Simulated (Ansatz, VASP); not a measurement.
LiZn: VASP beside Ansatz

File INCAR:

```
ALGO = Normal
EDIFF = 1E-8
ENCUT = 520
GGA = CA
ISIF = 2
ISMEAR = -1
LASPH = T
LCHARG = F
LEFG = T
LREAL = F
LWAVE = F
NBANDS = 23
NELM = 80
PREC = Accurate
SIGMA = 0.08
```

The input KPOINTS:

```
k-points
0
Gamma
  9 9 9
```

File POSCAR:

```
LiZn
1.0
    0.0622200000      3.1421100000      3.1421100000
    3.1421100000      0.0622200000      3.1421100000
    3.1421100000      3.1421100000      0.0622200000
Li Zn
2 2
Direct
    0.5000000000      0.5000000000      0.5000000000
    0.7500000000      0.7500000000      0.7500000000
    0.0000000000      0.0000000000      0.0000000000
    0.2500000000      0.2500000000      0.2500000000
```

Input for Ansatz:

```yaml
crystal:
  lattice:
    - [0.06222, 3.14211, 3.14211]
    - [3.14211, 0.06222, 3.14211]
    - [3.14211, 3.14211, 0.06222]
  atoms:
    - { symbol: Li, position: [0.5, 0.5, 0.5] }
    - { symbol: Li, position: [0.75, 0.75, 0.75] }
    - { symbol: Zn, position: [0.0, 0.0, 0.0] }
    - { symbol: Zn, position: [0.25, 0.25, 0.25] }
kpoints:
  mp_grid: { grid: [9, 9, 9] }
scf:
  occupations: { method: fermi_dirac, width: 0.08 }
hamiltonian:
  xc: lda
  pseudopotentials: { kind: all_electron, datasets: crystal }
output:
  forces: true
  stress: true
  eigenvalues: true
  efg: { contact_densities: true }
```

Change from the starting cell: equal xy, yz and zx shear strains of +2 %, crystal datasets.

Alike in both runs: task electric field gradients; functional LDA; k mesh 9 × 9 × 9; occupations fermi-dirac, width 0.08 eV; no spin polarisation.

|  | VASP | Ansatz |
| --- | --- | --- |
| version | VASP 6.6.1 | Ansatz 0.2.0 |
| potentials or method | VASP PAW LDA potentials, release 64 (Li_sv, Zn), cutoff 520 eV | all-electron PAW with datasets made for the crystal, scalar-relativistic |

Ansatz gave:

- rms of the force components (eV/Å): 0.017
- size of Vzz on the site where it differs most (V/Å²): 1.0

Q: Estimate VASP's values.

A: rms of the force components (eV/Å): 0.016; size of Vzz on the site where it differs most (V/Å²): 1.8.

LDA's correlation is that of Perdew and Zunger in VASP and of Perdew and Wang (1992) in Ansatz. Atom by atom the forces differ by 0.001 eV/Å (rms over components). Ansatz ran all-electron here, and VASP with PAW potentials.

Noted on VASP's run: the cutoff is short for stress, so the pressure is rough.
